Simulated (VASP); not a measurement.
# BC5 (P-6m2) in VASP: notebook

The runs below take BC5 through single point, relaxation of cell and atoms, with PBE.

Everything below comes from runs of VASP 6.6.1. Logs are shortened: lines on timing, memory, paths and dates and some standing lists are left out, and cuts for length are marked.

## Step 1: The cell of the first run

The structure is hexagonal, space group P-6m2 (No. 187). The conventional cell has a = 2.611 Å, b = 2.611 Å, c = 10.269 Å, α = 90.00°, β = 90.00°, γ = 120.00°. Within 2.2 Å of B (site symmetry -6m2) lie 6 C at 1.66 Å. C (site symmetry 3m) has 1 C at 1.38 Å and 3 B at 1.66 Å within 1.8 Å. C (site symmetry 3m) has 4 C at 1.61 to 1.71 Å within 2.1 Å. C (site symmetry -6m2) has 6 C at 1.71 Å within 2.3 Å.

The cell was generated, and may not be a known phase.

## Step 2: Single point, PBE

File INCAR:

```
PREC     = Accurate       # precision mode
ENCUT    = 520            # plane-wave cutoff, eV
EDIFF    = 1E-6           # SCF threshold, eV
ISMEAR   = 0              # smearing method
SIGMA    = 0.1            # smearing width, eV
LREAL    = F              # projectors in reciprocal space
LASPH    = T              # aspherical terms in the spheres
NELM     = 100            # most SCF steps
ALGO     = Normal         # electronic algorithm
ISIF     = 2              # what is computed and relaxed
LWAVE    = F              # write WAVECAR
LCHARG   = F              # write CHGCAR
GGA      = PE             # functional
NBANDS   = 20             # bands
```

File KPOINTS:

```
Automatic mesh
0
Gamma
  18 18 4
```

File POSCAR:

```
BC5
1.0
    2.6110220329      0.0000000000      0.0000000000
   -1.3055110165      2.2612114104      0.0000000000
    0.0000000000      0.0000000000     10.2687358982
B C
1 5
Direct
    0.0000000000      0.0000000000      0.0000000000
    0.6666666667      0.3333333333      0.9326116176
    0.0000000000      0.0000000000      0.5784587488
    0.6666666667      0.3333333333      0.5000000000
    0.0000000000      0.0000000000      0.4215412512
    0.6666666667      0.3333333333      0.0673883824
```

Potentials or basis: VASP PAW PBE potentials, release 64 (B, C).

Started as:

```
$ cat potpaw_PBE.64/B/POTCAR potpaw_PBE.64/C/POTCAR > POTCAR
$ mpirun -np 1 vasp_std > vasp.out
```

OUTCAR:

```text
PREC = Accurate
   ENCUT = 520
   EDIFF = 1E-6
   ISMEAR = 0
   LREAL = F
   LASPH = T
   NELM = 100
   ISIF = 2
   GGA = PE

 ion  position               nearest neighbor table
   1  0.000  0.000  0.000-   2 1.66   6 1.66   2 1.66   6 1.66   2 1.66   6 1.66
   2  0.667  0.333  0.933-   6 1.38   1 1.66   1 1.66   1 1.66
   3  0.000  0.000  0.578-   5 1.61   4 1.71   4 1.71   4 1.71
   4  0.667  0.333  0.500-   3 1.71   5 1.71   3 1.71   5 1.71   3 1.71   5 1.71
   5  0.000  0.000  0.422-   3 1.61   4 1.71   4 1.71   4 1.71
   6  0.667  0.333  0.067-   2 1.38   1 1.66   1 1.66   1 1.66

  LATTYP: Found a hexagonal cell.
 ALAT       =     2.6110220329
 C/A-ratio  =     3.9328415344

  Lattice vectors:

 A1 = (   2.6110220329,   0.0000000000,   0.0000000000)
 A2 = (  -1.3055110165,   2.2612114104,   0.0000000000)
 A3 = (   0.0000000000,   0.0000000000,  10.2687358982)

Analysis of symmetry for initial positions (statically):
=====================================================================
 Subroutine PRICEL returns:
 Original cell was already a primitive cell.

 Routine SETGRP: Setting up the symmetry group for a
 hexagonal supercell.

 Subroutine GETGRP returns: Found 12 space group operations
 (whereof 12 operations were pure point group operations)
 out of a pool of 24 trial point group operations.

The static configuration has the point symmetry D_3h.

Analysis of symmetry for dynamics (positions and initial velocities):
=====================================================================
 Subroutine PRICEL returns:
 Original cell was already a primitive cell.

 Routine SETGRP: Setting up the symmetry group for a
 hexagonal supercell.

 Subroutine GETGRP returns: Found 12 space group operations
 (whereof 12 operations were pure point group operations)
 out of a pool of 24 trial point group operations.

The dynamic configuration has the point symmetry D_3h.

 Subroutine INISYM returns: Found 12 space group operations
 (whereof 12 operations are pure point group operations),
 and found     1 'primitive' translations

----------------------------------------------------------------------------------------

                                     Primitive cell

  volume of cell :      60.6274

  direct lattice vectors                    reciprocal lattice vectors
     2.611022033  0.000000000  0.000000000     0.382991789  0.221120413  0.000000000
    -1.305511016  2.261211410  0.000000000     0.000000000  0.442240825  0.000000000
     0.000000000  0.000000000 10.268735898     0.000000000  0.000000000  0.097382970

  length of vectors
     2.611022033  2.611022033 10.268735898     0.442240825  0.442240825  0.097382970

  position of ions in fractional coordinates (direct lattice)
     0.000000000  0.000000000  0.000000000
     0.666666667  0.333333333  0.932611618
     0.000000000  0.000000000  0.578458749
     0.666666667  0.333333333  0.500000000
     0.000000000  0.000000000  0.421541251
     0.666666667  0.333333333  0.067388382

  ion indices of the primitive-cell ions
   primitive index   ion index
                 1           1
                 2           2
                 3           3
                 4           4
                 5           5
                 6           6

----------------------------------------------------------------------------------------

 KPOINTS: Automatic mesh

Automatic generation of k-mesh.
 Grid dimensions read from file:
 generate k-points for:   18   18    4

 Generating k-lattice:

  Cartesian coordinates                     Fractional coordinates (reciprocal lattice)
     0.021277322  0.012284467  0.000000000     0.055555556  0.000000000  0.000000000
     0.000000000  0.024568935  0.000000000     0.000000000  0.055555556  0.000000000
     0.000000000  0.000000000  0.024345743     0.000000000  0.000000000  0.250000000

  Length of vectors
     0.024568935  0.024568935  0.024345743

  Shift w.r.t. Gamma in fractional coordinates (k-lattice)
     0.000000000  0.000000000  0.000000000

 Subroutine IBZKPT returns following result:
[... 52 lines left out ...]
      6      -1.7305      2.00000
[... 12 lines left out ...]
     19       9.6266      0.00000
     20      10.2290      0.00000

 k-point     3 :       0.1111    0.0000    0.0000
  band No.  band energies     occupation
      1     -19.1721      2.00000
      2     -16.9359      2.00000
      3      -9.0661      2.00000
      4      -6.5517      2.00000
      5      -3.3139      2.00000
      6      -2.1054      2.00000
[... 12 lines left out ...]
     19      10.0354      0.00000
     20      10.0581      0.00000

 k-point     4 :       0.1667   -0.0000    0.0000
  band No.  band energies     occupation
      1     -18.8368      2.00000
      2     -16.6573      2.00000
      3      -8.7276      2.00000
      4      -6.2026      2.00000
      5      -4.7010      2.00000
      6      -2.7463      2.00000
[... 12 lines left out ...]
     19       9.8276      0.00000
     20      10.5090      0.00000

 k-point     5 :       0.2222    0.0000    0.0000
  band No.  band energies     occupation
      1     -18.3732      2.00000
      2     -16.2789      2.00000
      3      -8.2589      2.00000
      4      -6.2024      2.00000
      5      -5.7183      2.00000
      6      -3.9571      2.00000
[... 12 lines left out ...]
     19       9.6296      0.00000
     20      10.9880      0.00000
[... 353 lines left out ...]
      6      -4.9009      2.00000
[... 12 lines left out ...]
     19      11.0847      0.00000
     20      11.9120      0.00000

 k-point    22 :       0.2778    0.1111    0.0000
  band No.  band energies     occupation
      1     -16.9159      2.00000
      2     -15.1616      2.00000
      3      -9.1446      2.00000
      4      -6.7710      2.00000
      5      -6.3440      2.00000
      6      -5.0249      2.00000
[... 12 lines left out ...]
     19      11.4157      0.00000
     20      12.3984      0.00000

 k-point    23 :       0.3333    0.1111    0.0000
  band No.  band energies     occupation
      1     -16.1746      2.00000
      2     -14.6630      2.00000
      3     -10.3871      2.00000
      4      -7.2877      2.00000
      5      -5.9913      2.00000
      6      -5.3827      2.00000
[... 12 lines left out ...]
     19      11.7493      0.00000
     20      12.4696      0.00000

 k-point    24 :       0.3889    0.1111    0.0000
  band No.  band energies     occupation
      1     -15.4859      2.00000
      2     -14.2694      2.00000
      3     -11.3878      2.00000
      4      -7.9616      2.00000
      5      -5.5984      2.00000
      6      -5.2200      2.00000
[... 12 lines left out ...]
     19      12.0887      0.00000
     20      12.2539      0.00000

 [... further k-points ...]

------------------------ aborting loop because EDIFF is reached ----------------------------------------

  FORCE on cell =-STRESS in cart. coord.  units (eV):
  Direction    XX          YY          ZZ          XY          YZ          ZX
  --------------------------------------------------------------------------------------
  -------------------------------------------------------------------------------------
  Total        0.0889960      0.0889960      0.2307519     -0.0000000      0.0000000      0.0000000
  in kB        2.3518649      2.3518649      6.0979959     -0.0000000      0.0000000      0.0000000
  external PRESSURE =       3.6005753 kB  Pullay stress =       0.0000000 kB

 VOLUME and BASIS-vectors are now :
 -----------------------------------------------------------------------------
  energy-cutoff  :      520.00
  volume of cell :       60.63
      direct lattice vectors                 reciprocal lattice vectors
     2.611022033  0.000000000  0.000000000     0.382991789  0.221120413  0.000000000
    -1.305511016  2.261211410  0.000000000     0.000000000  0.442240825  0.000000000
     0.000000000  0.000000000 10.268735898     0.000000000  0.000000000  0.097382970

 POSITION                                       TOTAL-FORCE (eV/Angst)
 -----------------------------------------------------------------------------------
      0.00000      0.00000      0.00000        -0.000000     -0.000000      0.000000
      1.30551      0.75374      9.57674        -0.000000     -0.000000     -0.148476
      0.00000      0.00000      5.94004         0.000000     -0.000000      0.058203
      1.30551      0.75374      5.13437        -0.000000      0.000000      0.000000
      0.00000      0.00000      4.32870         0.000000      0.000000     -0.058203
      1.30551      0.75374      0.69199        -0.000000     -0.000000      0.148476
 -----------------------------------------------------------------------------------
    total drift:                                0.000000     -0.000000      0.000000

  FREE ENERGIE OF THE ION-ELECTRON SYSTEM (eV)
  ---------------------------------------------------
  free  energy   TOTEN  =       -40.0109627527 eV

  energy  without entropy=      -40.0067411526  energy(sigma->0) =      -40.00885195
```

Run time: 2 min. Hardware: 1 thread of Intel Xeon 6975P-C (Granite Rapids), shared host; peak memory 0.23 GiB.

What came out:

- Free energy: -40.0110 eV
- Pressure: 0.4 GPa
- Largest force: 0.148 eV/Å
- Band gap on the k mesh: zero (an odd number of electrons rules out a gap without spin polarisation)

Forces in eV/Å, atoms in the order of the input:
```
B    0.000  0.000  0.000
C    0.000  0.000 -0.148
C    0.000  0.000  0.058
C    0.000  0.000  0.000
C    0.000  0.000 -0.058
C    0.000  0.000  0.148
```

Levels at points of the mesh, in eV from the Fermi level:
```tsv
k point	band 9	band 10	band 11	band 12	band 13	band 14	band 15	band 16
(0.00, 0.00, 0.00)	-2.44	-2.44	1.86	2.51	3.97	3.97	3.98	3.98
(0.50, 0.00, 0.00)	-4.88	-2.85	-1.69	-0.69	1.46	2.30	4.73	6.20
(0.00, 0.00, 0.50)	-2.44	-2.44	2.04	2.49	3.97	3.97	3.98	3.98
(0.50, 0.00, 0.50)	-4.89	-2.86	-1.68	-0.70	1.46	2.30	4.73	6.18
```

Caveat: this functional lacks dispersion, which binds layers or chains, so the pressure and a relaxed spacing across them are unreliable; an odd number of electrons without spin polarisation forces a metal; a magnetic or distorted state may lie lower.

## Step 3: Single point, PBE, collinear spin

This run uses another cell than the first one, of 15.95 Å³/atom.

File INCAR:

```
SYSTEM = BC5
PREC     = Accurate       ! precision mode
ENCUT    = 520            ! plane-wave cutoff, eV
EDIFF    = 1E-6           ! SCF threshold, eV
ISMEAR   = 0              ! smearing method
SIGMA    = 0.1            ! smearing width, eV
LREAL    = .False.        ! projectors in reciprocal space
LASPH    = .True.         ! aspherical terms in the spheres
NELM     = 150            ! most SCF steps
ALGO     = Normal         ! electronic algorithm
ISIF     = 2              ! what is computed and relaxed
LWAVE    = .False.        ! write WAVECAR
LCHARG   = .False.        ! write CHGCAR
ISPIN    = 2              ! spin polarisation
MAGMOM   = 0 1 1 1 1 1    ! initial moments
LORBIT   = 11             ! projections on sites
GGA      = PE             ! functional
NBANDS   = 24             ! bands
```

File KPOINTS:

```
regular mesh
0
Gamma
  6 6 2
  0 0 0
```

File POSCAR:

```
BC5
1.0
    2.8562756100      0.0000000000      0.0000000000
   -1.4281378000      2.4736072400      0.0000000000
    0.0000000000      0.0000000000     13.5477900500
B C
1 5
Direct
    0.0000000000      0.0000000000      0.0000000000
    0.6666666700      0.3333333300      0.8533704300
    0.0000000000      0.0000000000      0.6760535800
    0.6666666700      0.3333333300      0.5000000000
    0.0000000000      0.0000000000      0.3239464200
    0.6666666700      0.3333333300      0.1466295700
```

Potentials or basis: VASP PAW PBE potentials, release 64 (B, C).

Started as:

```
$ cat potpaw_PBE.64/B/POTCAR potpaw_PBE.64/C/POTCAR > POTCAR
$ mpirun -np 1 vasp_std > vasp.out
```

It took 2 min on 1 thread of Intel Xeon 6975P-C (Granite Rapids), shared host; peak memory 0.29 GiB.

It converged, with:

| Property | Result |
| --- | --- |
| Free energy | -19.9752 eV |
| Pressure | -26.1 GPa |
| Largest force | 1.231 eV/Å |
| Net moment | 0.00 μB per cell |
| Valence electrons inside the program's atomic spheres | B 1.27; C 1.94, 1.91 (each value once) |

Forces on the atoms (eV/Å):
```
B    0.000  0.000  0.000
C    0.000  0.000  1.231
C    0.000  0.000 -0.144
C    0.000  0.000  0.000
C    0.000  0.000  0.144
C    0.000  0.000 -1.231
```

Stress tensor (GPa, compression positive):
```
-25.52   0.00   0.00
  0.00 -25.52   0.00
  0.00   0.00 -27.23
```

Levels at points of the mesh, in eV from the Fermi level:
Spin up:
| k point | band 9 | band 10 | band 11 | band 12 | band 13 | band 14 | band 15 | band 16 |
| --- | --- | --- | --- | --- | --- | --- | --- | --- |
| (0.00, 0.00, 0.00) | -0.52 | 2.35 | 2.51 | 2.72 | 2.72 | 2.84 | 2.84 | 2.90 |
| (0.50, 0.00, 0.00) | -2.28 | -2.11 | -1.61 | -0.13 | -0.12 | 1.22 | 1.31 | 1.55 |
| (0.00, 0.00, 0.50) | 0.77 | 1.20 | 2.74 | 2.74 | 2.78 | 2.78 | 2.97 | 2.97 |
| (0.50, 0.00, 0.50) | -2.58 | -1.99 | -1.59 | -0.33 | 0.41 | 0.60 | 1.38 | 1.42 |
Spin down:
| k point | band 8 | band 9 | band 10 | band 11 | band 12 | band 13 | band 14 | band 15 | band 16 | band 17 |
| --- | --- | --- | --- | --- | --- | --- | --- | --- | --- | --- |
| (0.00, 0.00, 0.00) | -0.95 | -0.52 | 2.35 | 2.51 | 2.72 | 2.72 | 2.84 | 2.84 | 2.90 | 2.90 |
| (0.50, 0.00, 0.00) | -2.82 | -2.28 | -2.11 | -1.61 | -0.13 | -0.12 | 1.22 | 1.31 | 1.55 | 1.62 |
| (0.00, 0.00, 0.50) | -2.18 | 0.77 | 1.20 | 2.74 | 2.74 | 2.78 | 2.78 | 2.97 | 2.97 | 3.05 |
| (0.50, 0.00, 0.50) | -2.73 | -2.58 | -1.99 | -1.59 | -0.33 | 0.41 | 0.60 | 1.38 | 1.42 | 1.72 |

Caveat: the k points lie up to 0.42 Å⁻¹ apart; forces of over 1 eV/Å act on the atoms, so gaps and moduli don't describe the material at rest.

## Step 4: Relaxation of cell and atoms, PBE

File INCAR:

```
PREC = Accurate
ENCUT = 600
EDIFF = 1E-6
ISMEAR = 0
SIGMA = 0.1
LREAL = False
LASPH = True
NELM = 80
ALGO = Normal
ISIF = 3
LWAVE = False
LCHARG = False
GGA = PE
IBRION = 2
NSW = 100
EDIFFG = -0.01
```

File KPOINTS:

```
Automatic mesh
0
Gamma
  18 18 4
```

File POSCAR:

```
BC5
1.0
    2.6110220329      0.0000000000      0.0000000000
   -1.3055110165      2.2612114104      0.0000000000
    0.0000000000      0.0000000000     10.2687358982
B C
1 5
Direct
    0.0000000000      0.0000000000      0.0000000000
    0.6666666667      0.3333333333      0.9326116176
    0.0000000000      0.0000000000      0.5784587488
    0.6666666667      0.3333333333      0.5000000000
    0.0000000000      0.0000000000      0.4215412512
    0.6666666667      0.3333333333      0.0673883824
```

Started as:

```
$ cat potpaw_PBE.64/B/POTCAR potpaw_PBE.64/C/POTCAR > POTCAR
$ mpirun -np 1 vasp_std > vasp.out
```

Wall time 22 min (1 thread of Intel Xeon 6975P-C (Granite Rapids), shared host); peak memory 0.29 GiB.

It converged, with:

- Free energy: -40.0227 eV
- Relaxed volume: 9.54 Å³/atom
- Relaxed cell: a = 2.611 Å, b = 2.611 Å, c = 9.694 Å, α = 90.00°, β = 90.00°, γ = 120.00°
- Space group after relaxing (to 0.1 Å): P-6m2 (No. 187)
- Energy gained by relaxing: 0.8 meV/atom
- Ionic steps: 27
- Pressure after relaxing: 0.0 GPa
- Band gap on the k mesh: zero (an odd number of electrons rules out a gap without spin polarisation)

The path:
| step | energy change (eV) | largest force (eV/Å) | pressure (GPa) | volume (Å³) |
| --- | --- | --- | --- | --- |
| 1 | 0.0000 | 0.1428 | 0.17 | 60.63 |
| 2 | 0.0020 | 0.3814 | -0.86 | 60.72 |
| 3 | -0.0003 | 0.0290 | -0.11 | 60.65 |
| 4 | -0.0004 | 0.0079 | -0.09 | 60.60 |
| 5 | -0.0005 | 0.0270 | -0.04 | 60.52 |
| 6 | -0.0005 | 0.0274 | -0.04 | 60.49 |
| 7 | -0.0007 | 0.0282 | -0.04 | 60.42 |
| 8 | -0.0010 | 0.0316 | -0.03 | 60.26 |
| 9 | -0.0016 | 0.0489 | -0.02 | 59.95 |
| 10 | -0.0026 | 0.0884 | 0.03 | 59.33 |
| 11 | -0.0039 | 0.1873 | 0.18 | 58.09 |
| 12 | 0.0002 | 0.4779 | 0.80 | 55.60 |
| 13 | -0.0034 | 0.2996 | 0.42 | 57.66 |
| 14 | -0.0035 | 0.2955 | 0.41 | 57.64 |
| 15 | -0.0036 | 0.2825 | 0.38 | 57.59 |
| 16 | -0.0038 | 0.2587 | 0.33 | 57.49 |
| 17 | -0.0041 | 0.2114 | 0.25 | 57.29 |
| 18 | -0.0045 | 0.1212 | 0.08 | 56.89 |
| 19 | -0.0045 | 0.0931 | 0.02 | 56.77 |
| 20 | -0.0044 | 0.0400 | -0.07 | 56.52 |
| 21 | -0.0045 | 0.0715 | 0.00 | 56.67 |
| 22 | -0.0045 | 0.0837 | 0.02 | 56.72 |
| 23 | -0.0045 | 0.0880 | 0.03 | 56.74 |
| 24 | -0.0045 | 0.0812 | 0.02 | 56.78 |
| 25 | -0.0047 | 0.0591 | 0.02 | 56.90 |
| 26 | -0.0048 | 0.0176 | 0.00 | 57.13 |
| 27 | -0.0048 | 0.0017 | 0.00 | 57.23 |

Final structure:
```cif
data_structure
_symmetry_space_group_name_H-M 'P 1'
_symmetry_Int_Tables_number 1
_cell_length_a 2.6108
_cell_length_b 2.6108
_cell_length_c 9.6944
_cell_angle_alpha 90.000
_cell_angle_beta 90.000
_cell_angle_gamma 120.000
_cell_volume 57.23
loop_
_atom_site_label
_atom_site_type_symbol
_atom_site_fract_x
_atom_site_fract_y
_atom_site_fract_z
_atom_site_occupancy
B1 B 0.00000 0.00000 0.00000 1
C1 C 0.66667 0.33333 0.92843 1
C2 C 0.00000 0.00000 0.58326 1
C3 C 0.66667 0.33333 0.50000 1
C4 C 0.00000 0.00000 0.41674 1
C5 C 0.66667 0.33333 0.07157 1
```

Levels at points of the mesh, in eV from the Fermi level:
```
           k point  band 9  band 10  band 11  band 12  band 13  band 14  band 15
(0.00, 0.00, 0.00)   -2.41    -2.41     1.88     2.57     4.00     4.00     4.03
(0.50, 0.00, 0.00)   -4.89    -2.87    -1.67    -0.69     1.51     2.33     4.71
(0.00, 0.00, 0.50)   -2.41    -2.41     2.16     2.54     4.00     4.00     4.03
(0.50, 0.00, 0.50)   -4.91    -2.88    -1.63    -0.70     1.50     2.33     4.71
```

Caveat: this functional lacks dispersion, which binds layers or chains, so the pressure and a relaxed spacing across them are unreliable; an odd number of electrons without spin polarisation forces a metal; a magnetic or distorted state may lie lower.

## Step 5: The runs side by side

| task | spin | cell | k mesh | cutoff (eV) | gap on the mesh (eV) | pressure (GPa) | largest force (eV/Å) |
| --- | --- | --- | --- | --- | --- | --- | --- |
| single point | off | a = 2.611, b = 2.611, c = 10.269 Å, angles 90.0, 90.0, 120.0°, 6 atoms, atomic positions A | 18 × 18 × 4 | 520 | none | 0.4 | 0.15 |
| single point | collinear | a = 2.856, b = 2.856, c = 13.548 Å, angles 90.0, 90.0, 120.0°, 6 atoms, atomic positions B | 6 × 6 × 2 | 520 | none | -26.1 | 1.23 |
| relaxation of cell and atoms | off | relaxed from a = 2.611, b = 2.611, c = 10.269 Å, angles 90.0, 90.0, 120.0°, 6 atoms, atomic positions A | 18 × 18 × 4 | 600 | none | 0.0 | - |

Alike in all rows: level PBE; potentials or basis VASP PAW PBE potentials, release 64 (B, C); smearing gaussian 0.1 eV.

Caveats: some runs use coarse meshes; this functional lacks dispersion, which binds layers or chains, so the pressure and a relaxed spacing across them are unreliable (at least some runs); an odd number of electrons without spin polarisation forces a metal (at least some runs); a magnetic or distorted state may lie lower (at least some runs); forces of over 1 eV/Å act on the atoms, so gaps and moduli don't describe the material at rest (at least some runs).

Absolute energies hang on the potentials; compare differences alone.
